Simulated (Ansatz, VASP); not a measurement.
One calculation of Ni, two programs

Contents of INCAR:

```
SYSTEM = Ni
PREC = Accurate
ENCUT = 520
EDIFF = 1E-6
ISMEAR = -1
SIGMA = 0.05
LREAL = .False.
LASPH = .True.
NELM = 150
ALGO = Normal
ISIF = 2
LWAVE = .False.
LCHARG = .True.
ISPIN = 2
MAGMOM = 1.5
LORBIT = 11
LMAXMIX = 4
GGA = PE
LELF = .True.
LVHAR = .True.
NBANDS = 15
```

KPOINTS

```
Automatic mesh
0
Gamma
  20 20 20
  0 0 0
```

File POSCAR:

```
Ni
1.0
   -0.0176795000      1.7591102500      1.7591102500
    1.7591102500     -0.0176795000      1.7591102500
    1.7591102500      1.7591102500     -0.0176795000
Ni
1
Direct
    0.0000000000      0.0000000000      0.0000000000
```

Input for Ansatz:

```yaml
crystal:
  lattice:
    - [-0.0176795, 1.75911025, 1.75911025]
    - [1.75911025, -0.0176795, 1.75911025]
    - [1.75911025, 1.75911025, -0.0176795]
  atoms:
    - { symbol: Ni, position: [0.0, 0.0, 0.0], spin: 1.5 }
magnetization:
  spin_polarized: true
kpoints:
  mp_grid: { grid: [20, 20, 20] }
  band_path:
    path:
      - [0.0, 0.0, 0.0]
      - [0.5, 0.5, 0.5]
      - [0.2525443832, 0.5, 0.7474556168]
      - [-0.2525443832, 0.2525443832, 0.5]
      - [0.0, 0.0, 0.5]
      - [0.0, 0.0, 0.0]
      - [-0.3762721916, 0.0, 0.3762721916]
      - [0.0, 0.3762721916, 0.6237278084]
      - [0.0, 0.5, 0.5]
    npoints: 5
scf:
  occupations: { method: fermi_dirac, width: 0.05 }
hamiltonian:
  xc: pbe
  pseudopotentials: { kind: all_electron, lapw: { basis_error: 0.00025 } }
output:
  forces: true
  stress: true
  eigenvalues: true
```

Change from the starting cell: equal xy, yz and zx shear strains of -1 %.

Alike in both runs: task single point; functional PBE; k mesh 20 × 20 × 20; occupations fermi-dirac, width 0.05 eV; collinear spin.

|  | VASP | Ansatz |
| --- | --- | --- |
| version | VASP 6.6.1 | Ansatz 0.2.0 |
| potentials or method | VASP PAW PBE potentials, release 64 (Ni), cutoff 520 eV | all-electron LAPW, scalar-relativistic |

```tsv
	VASP	Ansatz	Ansatz less VASP
pressure (GPa)	-2.8	-2.8	-0.01
traceless stress, the component that is largest in VASP (GPa)	1.23	1.26	+0.023
net moment per atom (μB)	0.63	0.64	+0.011
size of the moment on the site where the two differ most (μB)	0.64	0.67	+0.024
```

Site moments also hang on the region over which each program counts them. Ansatz ran all-electron here, and VASP with PAW potentials.
